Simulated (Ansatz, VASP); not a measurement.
**One calculation of SnO2, two programs**

The input POSCAR:

```
SnO2
1.0
    4.7602164794      0.0000000000      0.0000000000
    0.0000000000      4.7602164794      0.0000000000
    0.0000000000      0.0000000000      3.2005650981
Sn O
2 4
Direct
    0.0000000000      0.0000000000      0.0000000000
    0.5000000000      0.5000000000      0.5000000000
    0.3058934983      0.3058934983      0.0000000000
    0.1941065017      0.8058934983      0.5000000000
    0.6941065017      0.6941065017      0.0000000000
    0.8058934983      0.1941065017      0.5000000000
```

Contents of INCAR.step1:

```
SYSTEM = SnO2
  ALGO = Normal
  EDIFF = 1E-4
  ENCUT = 520
  GGA = PE
  ISMEAR = 0
  LASPH = .True.
  LCHARG = .False.
  LREAL = .False.
  LWAVE = .True.
  NBANDS = 35
  NELM = 60
  PREC = Accurate
  SIGMA = 0.05
```

File INCAR.step2:

```
SYSTEM = SnO2
  ALGO = Normal
  EDIFF = 1E-7
  ENCUT = 520
  ISIF = 2
  ISMEAR = 0
  ISTART = 1
  LASPH = .True.
  LCHARG = .True.
  LELF = .True.
  LMIXTAU = .True.
  LREAL = .False.
  LVHAR = .True.
  LWAVE = .False.
  METAGGA = R2SCAN
  NBANDS = 35
  NELM = 60
  PREC = Accurate
  SIGMA = 0.05
```

KPOINTS

```
k-points
0
Gamma
  6 6 8
  0 0 0
```

Input for Ansatz:

```yaml
crystal:
  lattice:
    - [4.7602164758, 0.0, 0.0]
    - [0.0, 4.7602164758, 0.0]
    - [0.0, 0.0, 3.2005650987]
  atoms:
    - { symbol: Sn, position: [0.0, 0.0, 0.0] }
    - { symbol: Sn, position: [0.5, 0.5, 0.5] }
    - { symbol: O, position: [0.3058934984, 0.3058934984, 0.0] }
    - { symbol: O, position: [0.1941065016, 0.8058934984, 0.5] }
    - { symbol: O, position: [0.6941065016, 0.6941065016, 0.0] }
    - { symbol: O, position: [0.8058934984, 0.1941065016, 0.5] }
basis:
  ecutwfc: 500
kpoints:
  mp_grid: { grid: [6, 6, 8] }
hamiltonian:
  xc: r2scan
scf:
  occupations: { method: gaussian, width: 0.05 }
output:
  forces: true
  stress: true
  eigenvalues: true
  write_density: true
  write_potential: true
  elf: true
  volumetric_format: npy
```

Alike in both runs: task single point; functional r2SCAN; k mesh 6 × 6 × 8; occupations gaussian, width 0.05 eV; no spin polarisation.

```csv
,VASP,Ansatz
version,VASP 6.6.1,Ansatz 0.2.0
potentials or method,"VASP PAW PBE potentials, release 64 (Sn_d, O), cutoff 520 eV","scalar-relativistic, plane waves, PAW"
valence electrons in the cell,52,52
```

Ansatz gave:

* gap on the k mesh at the Fermi level (eV): 1.77
* least direct gap on the mesh (eV): 1.77
* pressure (GPa): 0.0
* traceless stress, the component that is largest in VASP (GPa): 0.01
* rms of the force components (eV/Å): 0.001

What did VASP give for the same quantities?

gap on the k mesh at the Fermi level (eV): 1.79; least direct gap on the mesh (eV): 1.79; pressure (GPa): 1.1; traceless stress, the component that is largest in VASP (GPa): 0.35; rms of the force components (eV/Å): 0.012.

VASP's potentials were made for PBE, not for r2SCAN. Atom by atom the forces differ by 0.013 eV/Å (rms over components). The functional is the same, so the differences come from potentials, cutoffs and numerics.
